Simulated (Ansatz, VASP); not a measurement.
**Two plane-wave programs on InP**

```
CELL_PARAMETERS angstrom
0.00000 2.74536 2.74536
2.74536 0.00000 2.74536
2.74536 2.74536 0.00000
ATOMIC_POSITIONS crystal
In 0.00000 0.00000 0.00000
P 0.50000 0.50000 0.50000
```

Alike in both runs: task single point; functional r2SCAN; k mesh 6 × 6 × 6; occupations fermi-dirac, width 0.02 eV; collinear spin.

|  | VASP | Ansatz |
| --- | --- | --- |
| version | VASP 6.6.1 | Ansatz 0.2.0 |
| potentials or method | VASP PAW PBE potentials, release 64 (In_d, P) | plane waves |
| plane-wave cutoff (eV) | 520 | 500 |
| valence electrons in the cell | 18 | 18 |

VASP gave:

```
gap on the k mesh at the Fermi level (eV)                     : none
pressure (GPa)                                                : 0.7
net moment per atom (μB)                                      : 0.06
size of the moment on the site where the two differ most (μB) : 0.06
```

**Question.** Estimate Ansatz's values.

**Answer.** gap on the k mesh at the Fermi level (eV): none; pressure (GPa): 0.7; net moment per atom (μB): 0.06; size of the moment on the site where the two differ most (μB): 0.09.

VASP's potentials were made for PBE, not for r2SCAN. Site moments also hang on the region over which each program counts them. A gap of «none» marks a metal or a gap that the smearing closes. Ansatz's warnings: moment headroom below auto, seeded moment not kept, stability check not made.
